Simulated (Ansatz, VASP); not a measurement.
One calculation of MnO, two programs

INCAR

```
ALGO = Normal ; EDIFF = 1E-8
ENCUT = 520 ; GGA = PS
ISIF = 2 ; ISMEAR = -1
ISPIN = 2 ; LASPH = True
LCHARG = False ; LEFG = True
LMAXMIX = 4 ; LORBIT = 11
LREAL = False ; LWAVE = False
MAGMOM = 4 4 0 0 ; NBANDS = 31
NELM = 150 ; PREC = Accurate
SIGMA = 0.05
```

Contents of KPOINTS:

```
k-points
0
Gamma
  14 14 8
```

The input POSCAR:

```
MnO
1.0
    3.3490713822      0.0000000000      0.0000000000
   -1.6745356910      2.9003808960      0.0000000000
    0.0000000000      0.0000000000      5.3493546156
Mn O
2 2
Direct
    0.3333333333      0.6666666667      0.0109600000
    0.6666666667      0.3333333333      0.5109600000
    0.3333333333      0.6666666667      0.3754700000
    0.6666666667      0.3333333333      0.8754700000
```

Input for Ansatz:

```yaml
crystal:
  lattice:
    - [3.3490713822, 0.0, 0.0]
    - [-1.674535691, 2.900380896, 0.0]
    - [0.0, 0.0, 5.3493546156]
  atoms:
    - { symbol: Mn, position: [0.3333333333, 0.6666666667, 0.01096], spin: 4.0 }
    - { symbol: Mn, position: [0.6666666667, 0.3333333333, 0.51096], spin: 4.0 }
    - { symbol: O, position: [0.3333333333, 0.6666666667, 0.37547] }
    - { symbol: O, position: [0.6666666667, 0.3333333333, 0.87547] }
magnetization:
  spin_polarized: true
kpoints:
  mp_grid: { grid: [14, 14, 8] }
scf:
  occupations: { method: fermi_dirac, width: 0.05 }
hamiltonian:
  xc: pbesol
  pseudopotentials: { kind: all_electron, datasets: crystal }
output:
  forces: true
  stress: true
  eigenvalues: true
  efg: { contact_densities: true }
```

Change from the starting cell: volume scaled by 0.98, crystal datasets.

Alike in both runs: task electric field gradients; functional PBEsol; k mesh 14 × 14 × 8; occupations fermi-dirac, width 0.05 eV; collinear spin.

|  | VASP | Ansatz |
| --- | --- | --- |
| version | VASP 6.6.1 | Ansatz 0.2.0 |
| potentials or method | VASP PAW PBE potentials, release 64 (Mn_pv, O), cutoff 520 eV | all-electron PAW with datasets made for the crystal, scalar-relativistic |

```tsv
	VASP	Ansatz	Ansatz less VASP
pressure (GPa)	3.9	3.4	-0.44
traceless stress, the component that is largest in VASP (GPa)	5.63	5.45	-0.185
rms of the force components (eV/Å)	0.383	0.369	-0.0137
net moment per atom (μB)	2.49	2.49	0.000
size of the moment on the site where the two differ most (μB)	4.39	3.81	-0.579
size of Vzz on the site where it differs most (V/Å²)	26.3	27.1	+0.74
```

VASP's potentials were made for PBE, not for PBEsol. Site moments also hang on the region over which each program counts them. Atom by atom the forces differ by 0.014 eV/Å (rms over components). Ansatz ran all-electron here, and VASP with PAW potentials. Ansatz's warnings: frozen core search ended.
